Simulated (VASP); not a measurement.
Runs of VASP 6.6.1 on Ni. The structure is that of space group P6_3/mmc (No. 194), or close to it. The cells are those of the table. This isn't the form of Ni at room conditions, which is fcc.

```tsv
cell	gap on the mesh (eV)	pressure (GPa)	moment (μB)
a = 2.381, b = 2.381, c = 3.961 Å, angles 90.0, 90.0, 120.0°, 2 atoms	none	18.5	(b)
a = 2.404, b = 2.404, c = 3.999 Å, angles 90.0, 90.0, 120.0°, 2 atoms	none	10.2	1.20
a = 2.426, b = 2.426, c = 4.036 Å, angles 90.0, 90.0, 120.0°, 2 atoms	none	3.2	1.21
a = 2.512, b = 2.512, c = 4.179 Å, angles 90.0, 90.0, 120.0°, 2 atoms	none	-16.2	1.26
a = 2.491, b = 2.491, c = 4.144 Å, angles 90.0, 90.0, 120.0°, 2 atoms	none	-12.5	1.25
a = 2.470, b = 2.470, c = 4.109 Å, angles 90.0, 90.0, 120.0°, 2 atoms	none	(a)	1.24
a = 2.448, b = 2.448, c = 4.073 Å, angles 90.0, 90.0, 120.0°, 2 atoms	none	-3.0	1.22
```

Alike in all rows: task single point; level PBEsol; potentials or basis VASP PAW PBE potentials, release 64 (Ni); spin collinear, ferromagnetic start; k mesh 13 × 13 × 7; cutoff (eV) 520; smearing fermi-dirac 0.1 eV.

Problem. Fill in the values left out.

Solution. (a) -8.1; (b) 1.18.

Caveats: the PAW data sets were made with another functional, which shifts forces and pressure a little; the cell stands under pressure (at least some runs); the cell stands under tension (at least some runs).

A gap of «none» marks levels without a gap at the run's occupations.
